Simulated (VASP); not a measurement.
Wanted: the native input for a VASP 6.6.1 run.

| Quantity | Value |
| --- | --- |
| Task | single point |
| Functional | PBE |
| Potentials or basis | VASP PAW PBE potentials, release 64 (Si, Mo_sv) |
| Cutoff | 520 eV |
| k mesh | 14 × 14 × 14 |
| Occupations | gaussian, width 0.05 eV |
| Spin | no spin polarisation |
| Dipole correction | no |
| Further INCAR settings | ALGO = Normal; EDIFF = 1e-06; NBANDS = 18 |

The structure of Si2Mo lies in POSCAR:

```
Si2Mo
1.0
   -1.6310699758      1.6310699758      3.9816045376
    1.6310699758     -1.6310699758      3.9816045376
    1.6310699758      1.6310699758     -3.9816045376
Si Mo
2 1
Direct
    0.3357809915      0.3357809915      0.0000000000
    0.6642190085      0.6642190085      0.0000000000
    0.0000000000      0.0000000000      0.0000000000
```

This cell differs from its parent crystal: volume scaled by 1.040.

These files were run (other wordings do the same):

INCAR

```
PREC     = Accurate       # precision mode
ENCUT    = 520            # plane-wave cutoff, eV
EDIFF    = 1E-6           # SCF threshold, eV
ISMEAR   = 0              # smearing method
SIGMA    = 0.05           # smearing width, eV
LREAL    = F              # projectors in reciprocal space
LASPH    = T              # aspherical terms in the spheres
NELM     = 100            # most SCF steps
ALGO     = Normal         # electronic algorithm
ISIF     = 2              # what is computed and relaxed
LWAVE    = F              # write WAVECAR
LCHARG   = T              # write CHGCAR
GGA      = PE             # functional
LELF     = T              # ELF
LVHAR    = T            
NBANDS   = 18             # bands
```

KPOINTS

```
Automatic mesh
0
Gamma
  14 14 14
```

Potentials or basis: VASP PAW PBE potentials, release 64 (Si, Mo_sv).

Run with:

```sh
$ cat potpaw_PBE.64/Si/POTCAR potpaw_PBE.64/Mo_sv/POTCAR > POTCAR
$ mpirun -np 1 vasp_std > vasp.out
```

It gave:

| Property | Result |
| --- | --- |
| Pressure | -7.2 GPa |
| Largest force | 0.004 eV/Å |
| Band gap on the k mesh | zero (band 11 reaches 11.91 eV, above the bottom of band 12 at 11.01 eV) |

It took 4.3 min on 1 thread of Intel(R) Xeon(R) Platinum 8259CL CPU @ 2.50GHz (Skylake/Cascade Lake), on a shared host, peak memory 0.33 GiB.
